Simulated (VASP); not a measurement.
Set up this calculation in VASP 6.6.1, as the native input.

```yaml
Task: single point
Functional: r2SCAN
Potentials_or_basis: VASP PAW PBE potentials, release 64 (In_d, P)
Cutoff: 520 eV
k_mesh: 10 × 10 × 10
Occupations: gaussian, width 0.05 eV
Spin: no spin polarisation
Dipole_correction: no
Further_INCAR_settings: ALGO = Normal; EDIFF = 1e-06; NBANDS = 16
```

The system is InP.

```
In P
1.0
     0.00000    3.38302    2.19896
     3.38302    0.00000    2.19896
     3.38302    3.38302    0.00000
In P
1 1
Direct
  0.00000 0.00000 0.00000
  0.75000 0.75000 0.75000
```

This cell differs from its parent crystal: ratio of the length along z to the lengths across it x 0.65, volume and fractional coordinates fixed.

These files were run (other wordings do the same):

POSCAR

```
InP
1.0
    0.0000000000      3.3830151305      2.1989598348
    3.3830151305      0.0000000000      2.1989598348
    3.3830151305      3.3830151305      0.0000000000
In P
1 1
Direct
    0.0000000000      0.0000000000      0.0000000000
    0.7500000000      0.7500000000      0.7500000000
```

INCAR.step1

```
PREC = Accurate
ENCUT = 520
ISMEAR = 0
SIGMA = 0.05
LREAL = False
LASPH = True
NELM = 60
NBANDS = 16
GGA = PE
ALGO = Normal
EDIFF = 1E-4
LWAVE = True
LCHARG = False
```

INCAR.step2

```
PREC = Accurate
ENCUT = 520
EDIFF = 1E-6
ISMEAR = 0
SIGMA = 0.05
LREAL = False
LASPH = True
NELM = 60
ALGO = Normal
ISIF = 2
LWAVE = False
LCHARG = False
METAGGA = R2SCAN
LMIXTAU = True
NBANDS = 16
ISTART = 1
```

KPOINTS

```
Automatic mesh
0
Gamma
  10 10 10
```

Potentials or basis: VASP PAW PBE potentials, release 64 (In_d, P).

Command:

```sh
$ cat potpaw_PBE.64/In_d/POTCAR potpaw_PBE.64/P/POTCAR > POTCAR
$ cp INCAR.step1 INCAR
$ mpirun -np 1 vasp_std > vasp.out
$ cp INCAR.step2 INCAR
$ mpirun -np 1 vasp_std > vasp.out
```

Results of the run:

| Item | Value |
| --- | --- |
| Pressure | -3.1 GPa |
| Band gap on the k mesh | zero (band 9 reaches 5.64 eV, above the bottom of band 10 at 4.95 eV) |

Caveat: the PAW data sets were made with another functional, which shifts forces and pressure a little; spin-orbit coupling is left out, which moves the levels of the heavy elements.

It took 6.1 min on 1 thread of Intel(R) Xeon(R) Platinum 8375C CPU @ 2.90GHz (Ice Lake), on a shared host, peak memory 0.23 GiB.
